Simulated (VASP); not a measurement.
Here is a VASP 6.6.1 calculation.

The input INCAR:

```
PREC     = Accurate       # precision mode
ENCUT    = 520            # plane-wave cutoff, eV
EDIFF    = 1E-6           # SCF threshold, eV
ISMEAR   = -1             # smearing method
SIGMA    = 0.1            # smearing width, eV
LREAL    = F              # projectors in reciprocal space
LASPH    = T              # aspherical terms in the spheres
NELM     = 60             # most SCF steps
ALGO     = Normal         # electronic algorithm
ISIF     = 2              # what is computed and relaxed
LWAVE    = F              # write WAVECAR
LCHARG   = T              # write CHGCAR
GGA      = PE             # functional
LELF     = T              # ELF
LVHAR    = T            
NBANDS   = 12             # bands
```

Contents of KPOINTS:

```
regular mesh
0
Gamma
  16 16 16
```

The input POSCAR:

```
Ag
1.0
    0.0000000000      2.0172806805      2.0172806805
    2.0172806805      0.0000000000      2.0172806805
    2.0172806805      2.0172806805      0.0000000000
Ag
1
Direct
    0.0000000000      0.0000000000      0.0000000000
```

Potentials or basis: VASP PAW PBE potentials, release 64 (Ag).

Command:

```console
$ cat potpaw_PBE.64/Ag/POTCAR > POTCAR
$ mpirun -np 1 vasp_std > vasp.out
```

(1) What does it give for the pressure?

Answers

(1) 9.4 GPa.
